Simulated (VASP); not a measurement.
SiSn4, 5 atoms in the cell. The structure is trigonal, space group R-3m (No. 166). Conventional cell: a = 6.240 Å, b = 6.240 Å, c = 15.181 Å, α = 90.00°, β = 90.00°, γ = 120.00°. Si (site symmetry -3m) has 6 Sn at 3.12 Å within 4.1 Å. Sn (site symmetry 2/m) has 6 Sn at 3.11 to 3.12 Å and 2 Si at 3.12 Å within 4.1 Å. Sn (site symmetry -3m) has 6 Sn at 3.11 Å within 4.1 Å. 

```yaml
Program: VASP 6.6.1
Task: single point
Functional: PBE
Potentials_or_basis: VASP PAW PBE potentials, release 64 (Si, Sn_d)
Cutoff: 520 eV
k_mesh: 6 × 6 × 6
Occupations: gaussian, width 0.1 eV
Spin: no spin polarisation
Dipole_correction: no
Further_INCAR_settings: ALGO = Fast; EDIFF = 1e-07; NBANDS = 38
```

Potentials or basis: VASP PAW PBE potentials, release 64 (Si, Sn_d).

Launch:

```sh
$ cat potpaw_PBE.64/Si/POTCAR potpaw_PBE.64/Sn_d/POTCAR > POTCAR
$ mpirun -np 1 vasp_std > vasp.out
```

Hardware: 1 thread of Intel(R) Xeon(R) Platinum 8488C (Sapphire Rapids), with other jobs on the host.

Question: How long does it take, and how much memory?

Answer: It took 4 min on 1 thread of Intel(R) Xeon(R) Platinum 8488C (Sapphire Rapids) (shared host), peak memory 0.4 GiB. Counts: scf iterations 16, k points 32.
